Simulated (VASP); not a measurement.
Write the native input for VASP 6.6.1 that does the following.

| Property | Result |
| --- | --- |
| Task | single point |
| Functional | PBEsol |
| Potentials or basis | VASP PAW PBE potentials, release 64 (As, Ta_pv) |
| Cutoff | 520 eV |
| k mesh | 11 × 5 × 1 |
| Occupations | gaussian, width 0.1 eV |
| Spin | no spin polarisation |
| Dipole correction | yes |
| Further INCAR settings | ALGO = Normal; EDIFF = 1e-07; NBANDS = 72; ISYM = 0 |

The structure of Ta4As3 lies in POSCAR:

```
Ta4As3
1.0
    3.3914021655      0.0000000000      0.0000000000
   -1.6957010828      6.9190024853      0.0000000000
    0.0000000000      0.0000000000     25.1673358475
As Ta
6 8
Direct
    0.3389079563      0.6778433194      0.3040574000
    0.6651251277      0.3298491399      0.4285623753
    0.3821629601      0.7638759263      0.4581041082
    0.1178370418      0.2361240781      0.5418958908
    0.8348748711      0.6701508589      0.5714376241
    0.1610920419      0.3221566751      0.6959426004
    0.1673294956      0.3340155284      0.3497295465
    0.4993583338     -0.0010143841      0.3594033647
    0.8327568783      0.6655765507      0.3844113118
    0.0289844893      0.0577337949      0.4511940621
    0.4710155120      0.9422662084      0.5488059377
    0.6672431213      0.3344234495      0.6155886880
    0.0006416660      0.0010143832      0.6405966359
    0.3326705049      0.6659844714      0.6502704545
```

The input as run:

INCAR

```
ALGO = Normal ; DIPOL = 0.5 0.5 0.500
EDIFF = 1E-7 ; ENCUT = 520
GGA = PS ; IDIPOL = 3
ISIF = 2 ; ISMEAR = 0
ISYM = 0 ; LASPH = True
LCHARG = False ; LDIPOL = True
LREAL = False ; LWAVE = False
NBANDS = 72 ; NELM = 80
PREC = Accurate ; SIGMA = 0.1
```

KPOINTS

```
k-points
0
Gamma
  11 5 1
```

Potentials or basis: VASP PAW PBE potentials, release 64 (As, Ta_pv).

Run with:

```bash
$ cat potpaw_PBE.64/As/POTCAR potpaw_PBE.64/Ta_pv/POTCAR > POTCAR
$ mpirun -np 1 vasp_std > vasp.out
```

Results of the run:

```yaml
Largest_force: 0.059 eV/Å
Band_gap_on_the_k_mesh: zero (bands 59 and 60 overlap by 0.55 eV)
```

Caveat: the PAW data sets were made with another functional, which shifts forces and pressure a little; spin-orbit coupling is left out, which moves the levels of the heavy elements.

It took 73 min on 1 thread of Intel(R) Xeon(R) 6975P-C (Granite Rapids) (shared host), peak memory 1.2 GiB.
